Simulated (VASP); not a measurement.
# Li (Fm-3m) in VASP: notebook, part 2 of 2

VASP 6.6.1.

**3. Single point, LDA**

This run uses another cell than the first one, of 18.87 Å³/atom, 1.212 times its volume.

Contents of INCAR:

```
SYSTEM = Li
PREC     = Accurate       ! precision mode
ENCUT    = 520            ! plane-wave cutoff, eV
EDIFF    = 1E-7           ! SCF threshold, eV
ISMEAR   = -1             ! smearing method
SIGMA    = 0.1            ! smearing width, eV
LREAL    = .False.        ! projectors in reciprocal space
LASPH    = .True.         ! aspherical terms in the spheres
NELM     = 60             ! most SCF steps
ALGO     = Normal         ! electronic algorithm
ISIF     = 2              ! what is computed and relaxed
LWAVE    = .False.        ! write WAVECAR
LCHARG   = .False.        ! write CHGCAR
GGA      = CA             ! functional
NBANDS   = 8              ! bands
```

Contents of KPOINTS:

```
Automatic mesh
0
Gamma
  5 5 5
  0 0 0
```

Contents of POSCAR:

```
Li
1.0
    0.0000000000      2.1130631895      2.1130631895
    2.1130631895      0.0000000000      2.1130631895
    2.1130631895      2.1130631895      0.0000000000
Li
1
Direct
    0.0000000000      0.0000000000      0.0000000000
```

Potentials or basis: VASP PAW LDA potentials, release 64 (Li_sv).

On the command line:

```console
$ cat potpaw_LDA.64/Li_sv/POTCAR > POTCAR
$ mpirun -np 1 vasp_std > vasp.out
```

OUTCAR:

```text
SYSTEM = Li
   PREC = Accurate
   ENCUT = 520
   EDIFF = 1E-7
   ISMEAR = -1
   LREAL = .False.
   LASPH = .True.
   NELM = 60
   ISIF = 2
   GGA = CA

 ion  position               nearest neighbor table
   1  0.000  0.000  0.000-

  LATTYP: Found a face centered cubic cell.
 ALAT       =     4.2261263790

  Lattice vectors:

 A1 = (   0.0000000000,   2.1130631895,   2.1130631895)
 A2 = (   2.1130631895,   0.0000000000,   2.1130631895)
 A3 = (   2.1130631895,   2.1130631895,   0.0000000000)

Analysis of symmetry for initial positions (statically):
=====================================================================
 Subroutine PRICEL returns:
 Original cell was already a primitive cell.

 Routine SETGRP: Setting up the symmetry group for a
 face centered cubic supercell.

 Subroutine GETGRP returns: Found 48 space group operations
 (whereof 48 operations were pure point group operations)
 out of a pool of 48 trial point group operations.

The static configuration has the point symmetry O_h .

Analysis of symmetry for dynamics (positions and initial velocities):
=====================================================================
 Subroutine PRICEL returns:
 Original cell was already a primitive cell.

 Routine SETGRP: Setting up the symmetry group for a
 face centered cubic supercell.

 Subroutine GETGRP returns: Found 48 space group operations
 (whereof 48 operations were pure point group operations)
 out of a pool of 48 trial point group operations.

The dynamic configuration has the point symmetry O_h .

 Subroutine INISYM returns: Found 48 space group operations
 (whereof 48 operations are pure point group operations),
 and found     1 'primitive' translations

----------------------------------------------------------------------------------------

                                     Primitive cell

  volume of cell :      18.8698

  direct lattice vectors                    reciprocal lattice vectors
     0.000000000  2.113063190  2.113063190    -0.236623307  0.236623307  0.236623307
     2.113063190  0.000000000  2.113063190     0.236623307 -0.236623307  0.236623307
     2.113063190  2.113063190  0.000000000     0.236623307  0.236623307 -0.236623307

  length of vectors
     2.988322621  2.988322621  2.988322621     0.409843590  0.409843590  0.409843590

  position of ions in fractional coordinates (direct lattice)
     0.000000000  0.000000000  0.000000000

  ion indices of the primitive-cell ions
   primitive index   ion index
                 1           1

----------------------------------------------------------------------------------------

 KPOINTS: Automatic mesh

Automatic generation of k-mesh.
 Grid dimensions read from file:
 generate k-points for:    5    5    5

 Generating k-lattice:

  Cartesian coordinates                     Fractional coordinates (reciprocal lattice)
    -0.047324661  0.047324661  0.047324661     0.200000000  0.000000000  0.000000000
     0.047324661 -0.047324661  0.047324661     0.000000000  0.200000000  0.000000000
     0.047324661  0.047324661 -0.047324661     0.000000000  0.000000000  0.200000000

  Length of vectors
     0.081968718  0.081968718  0.081968718

  Shift w.r.t. Gamma in fractional coordinates (k-lattice)
     0.000000000  0.000000000  0.000000000

 Subroutine IBZKPT returns following result:
 ===========================================

 Found     10 irreducible k-points:

 Following reciprocal coordinates:
            Coordinates               Weight
  0.000000  0.000000  0.000000      1.000000
  0.200000  0.000000  0.000000      8.000000
  0.400000  0.000000  0.000000      8.000000
  0.200000  0.200000  0.000000      6.000000
  0.400000  0.200000  0.000000     24.000000
 -0.400000  0.200000  0.000000     24.000000
 -0.200000  0.200000  0.000000     12.000000
  0.400000  0.400000  0.000000      6.000000
 -0.400000  0.400000  0.000000     12.000000
 -0.400000  0.400000  0.200000     24.000000
   k-points           NKPTS =     10   k-points in BZ     NKDIM =     10   number of bands    NBANDS=      8
   number of dos      NEDOS =    301   number of ions     NIONS =      1
   total plane-waves  NPLWV =  13824
   dimension x,y,z NGX =    24 NGY =   24 NGZ =   24
   dimension x,y,z NGXF=    48 NGYF=   48 NGZF=   48
   ions per type =               1
   NGX,Y,Z   is equivalent  to a cutoff of  13.35, 13.35, 13.35 a.u.
   NGXF,Y,Z  is equivalent  to a cutoff of  26.70, 26.70, 26.70 a.u.
 SYSTEM =  Li
   PREC   = accura    normal or accurate (medium, high low for compatibility)
   ISTART =      0    job   : 0-new  1-cont  2-samecut
   ICHARG =      2    charge: 1-file 2-atom 10-const
   ISPIN  =      1    spin polarized calculation?
   LNONCOLLINEAR =      F non collinear calculations
   LSORBIT =      F    spin-orbit coupling
   LASPH  =      T    aspherical Exc in radial PAW
   ENCUT  =  520.0 eV  38.22 Ry    6.18 a.u.   5.56  5.56  5.56*2*pi/ulx,y,z
   NELM   =     60;   NELMIN=  2; NELMDL= -5     # of ELM steps
   EDIFF  = 0.1E-06   stopping-criterion for ELM
   LREAL  =      F    real-space projection
   EDIFFG = 0.1E-05   stopping-criterion for IOM
   NSW    =      0    number of steps for IOM
   IBRION =     -1    ionic relax: 0-MD 1-quasi-New 2-CG
   NFREE  =      0    steps in history (QN), initial steepest desc. (CG)
   ISIF   =      2    stress and relaxation
   ISYM   =      2    0-nonsym 1-usesym 2-fastsym
   POTIM  = 0.5000    time-step for ionic-motion
   TEBEG  =    0.0;   TEEND  =   0.0 temperature during run
   PSTRESS=    0.0 pullay stress
   NELECT =       3.0000    total number of electrons
   NUPDOWN=      -1.0000    fix difference up-down
   EMIN   =  10.00;   EMAX   =-10.00  energy-range for DOS
   EFERMI =   0.00;   METHOD = LEGACY
   ISMEAR =    -1;   SIGMA  =   0.10  broadening in eV -4-tet -1-fermi 0-gaus
   EFERMI_NEDOS =   21; number of points for ismear=-14 and -15
   IALGO  =     38    algorithm
   IMIX   =      4    mixing-type and parameters
     AMIX     =   0.40;   BMIX     =  1.00
     AMIX_MAG =   1.60;   BMIX_MAG =  1.00
  volume/ion in A,a.u.               =      18.87       127.34
  Fermi-wavevector in a.u.,A,eV,Ry     =   0.886869  1.675939 10.701478  0.786536
  Thomas-Fermi vector in A             =   2.008092
   LORBIT       =      0    0 simple, 1 ext, 2 COOP (PROOUT), +10 PAW based schemes
   GGA     = CA    functional components
   LHFCALC =     F    Hartree Fock is set to
   AEXX    =    0.0000 exact exchange contribution
   IVDW    =     0    specifies the selected vdW correction
   LEPSILON=     F    determine dielectric tensor
   LRPA    =     F    only Hartree local field effects (RPA)
 non-spin polarized calculation
  energy-cutoff  :      520.00
  volume of cell :       18.87
 maximum number of plane-waves:       531
 NGX is ok and might be reduce to    24
   NGX = 11   NGY = 11   NGZ = 11

 number of electron       2.9999997 magnetization

 Free energy of the ion-electron system (eV)
  ---------------------------------------------------
  ext. energy  EPLUGINS =         0.00000000
  ---------------------------------------------------
  free energy    TOTEN  =        -2.10057217 eV

  energy without entropy =       -2.09039762  energy(sigma->0) =       -2.09548489

 E-fermi :   1.0891     XC(G=0):  -7.3269

 val. band max:        1.0850255439   @ k =   0.4000   0.4000   0.0000
 cond. band min:       1.4876378440   @ k =  -0.4000   0.2000   0.0000
 fundamental gap:      0.4026123001
 Fermi energy:         1.0891142686

 k-point     1 :       0.0000    0.0000    0.0000
  band No.  band energies     occupation
      1     -44.6975      2.00000
      2      -2.7733      2.00000
      3      15.6537      0.00000
      4      15.6537      0.00000
      5      15.6537      0.00000
      6      19.9003      0.00000
      7      19.9003      0.00000
      8      19.9003      0.00000
[... 89 lines left out ...]
 k-point    10 :      -0.4000    0.4000    0.2000
  band No.  band energies     occupation
      1     -44.6642      2.00000
      2       2.1012      0.00008
      3       5.6339      0.00000
      4       7.2816      0.00000
      5      10.5578      0.00000
      6      17.9063      0.00000
      7      19.0942      0.00000
      8      23.4468      0.00000

------------------------ aborting loop because EDIFF is reached ----------------------------------------

  FORCE on cell =-STRESS in cart. coord.  units (eV):
  Direction    XX          YY          ZZ          XY          YZ          ZX
  --------------------------------------------------------------------------------------
  -------------------------------------------------------------------------------------
  Total       -0.0145601     -0.0145601     -0.0145601      0.0000000      0.0000000      0.0000000
  in kB       -1.2362540     -1.2362540     -1.2362540      0.0000000      0.0000000      0.0000000
  external PRESSURE =      -1.2362540 kB  Pullay stress =       0.0000000 kB

 VOLUME and BASIS-vectors are now :
 -----------------------------------------------------------------------------
  energy-cutoff  :      520.00
  volume of cell :       18.87
      direct lattice vectors                 reciprocal lattice vectors
     0.000000000  2.113063190  2.113063190    -0.236623307  0.236623307  0.236623307
     2.113063190  0.000000000  2.113063190     0.236623307 -0.236623307  0.236623307
     2.113063190  2.113063190  0.000000000     0.236623307  0.236623307 -0.236623307

 POSITION                                       TOTAL-FORCE (eV/Angst)
 -----------------------------------------------------------------------------------
      0.00000      0.00000      0.00000         0.000000      0.000000      0.000000
 -----------------------------------------------------------------------------------
    total drift:                               -0.000000     -0.000000      0.000000

  FREE ENERGIE OF THE ION-ELECTRON SYSTEM (eV)
  ---------------------------------------------------
  free  energy   TOTEN  =        -2.1005721660 eV

  energy  without entropy=       -2.0903976216  energy(sigma->0) =       -2.09548489
```

It took 1.1 s on 1 thread of AMD EPYC 9R45 (Zen 5), shared host; peak memory 0.08 GiB.

Results:

```yaml
Free_energy: -2.1006 eV
```

Caveat: the k points lie up to 0.52 Å⁻¹ apart; the cutoff is under 1.25 times the usual one of these potentials, so pressure, stress and relaxed cells hold a basis-set (Pulay) error.

**4. Single point, PBEsol+D3(BJ)**

This run uses another cell than the first one, of 18.26 Å³/atom, 1.173 times its volume.

Contents of INCAR:

```
PREC     = Accurate       # precision mode
ENCUT    = 520            # plane-wave cutoff, eV
EDIFF    = 1E-6           # SCF threshold, eV
ISMEAR   = -1             # smearing method
SIGMA    = 0.1            # smearing width, eV
LREAL    = False          # projectors in reciprocal space
LASPH    = True           # aspherical terms in the spheres
NELM     = 80             # most SCF steps
ALGO     = Normal         # electronic algorithm
ISIF     = 2              # what is computed and relaxed
LWAVE    = False          # write WAVECAR
LCHARG   = True           # write CHGCAR
GGA      = PS             # functional
IVDW     = 12             # dispersion correction
LELF     = True           # ELF
LVHAR    = True         
NBANDS   = 8              # bands
```

Contents of KPOINTS:

```
regular mesh
0
Gamma
  5 5 5
```

Contents of POSCAR:

```
Li
1.0
    0.0000000000      2.0902139657      2.0902139657
    2.0902139657      0.0000000000      2.0902139657
    2.0902139657      2.0902139657      0.0000000000
Li
1
Direct
    0.0000000000      0.0000000000      0.0000000000
```

Potentials or basis: VASP PAW PBE potentials, release 64 (Li_sv).

On the command line:

```console
$ cat potpaw_PBE.64/Li_sv/POTCAR > POTCAR
$ mpirun -np 1 vasp_std > vasp.out
```

Wall time 1.5 s (1 thread of AMD EPYC 9R45 (Zen 5), shared host); peak memory 0.1 GiB.

Results (log left out):

```yaml
Free_energy: -2.1787 eV
Dispersion_energy_per_atom: -0.166 eV
```

Levels at points of the mesh, in eV from the Fermi level:
| k point | band 1 | band 2 | band 3 | band 4 | band 5 | band 6 |
| --- | --- | --- | --- | --- | --- | --- |
| (0.00, 0.00, 0.00) | -46.02 | -3.98 | 15.16 | 15.16 | 15.16 | 19.18 |

Caveat: the k points lie up to 0.52 Å⁻¹ apart; the cutoff is under 1.25 times the usual one of these potentials, so pressure, stress and relaxed cells hold a basis-set (Pulay) error; the PAW data sets were made with another functional, which shifts forces and pressure a little; pairwise dispersion overbinds metals, which lowers pressure and volume.

**5. Overview**

```tsv
level	potentials or basis	cell	gap on the mesh (eV)
BLYP+D3(BJ)	VASP PAW PBE potentials, release 64 (Li_sv)	a = 2.803 Å, angles 60.0°, 1 atom	none
LDA	VASP PAW LDA potentials, release 64 (Li_sv)	a = 2.988 Å, angles 60.0°, 1 atom	none
PBEsol+D3(BJ)	VASP PAW PBE potentials, release 64 (Li_sv)	a = 2.956 Å, angles 60.0°, 1 atom	none
```

Alike in all rows: task single point; no spin polarisation; k mesh 5 × 5 × 5; cutoff (eV) 520; smearing fermi-dirac 0.1 eV.

Caveats: all runs use coarse meshes; the cutoff is under 1.25 times the usual one of these potentials, so pressure, stress and relaxed cells hold a basis-set (Pulay) error; the PAW data sets were made with another functional, which shifts forces and pressure a little (some runs); pairwise dispersion overbinds metals, which lowers pressure and volume (some runs).

Total energies depend on the potentials used, so only differences within one code and one set of settings carry meaning.
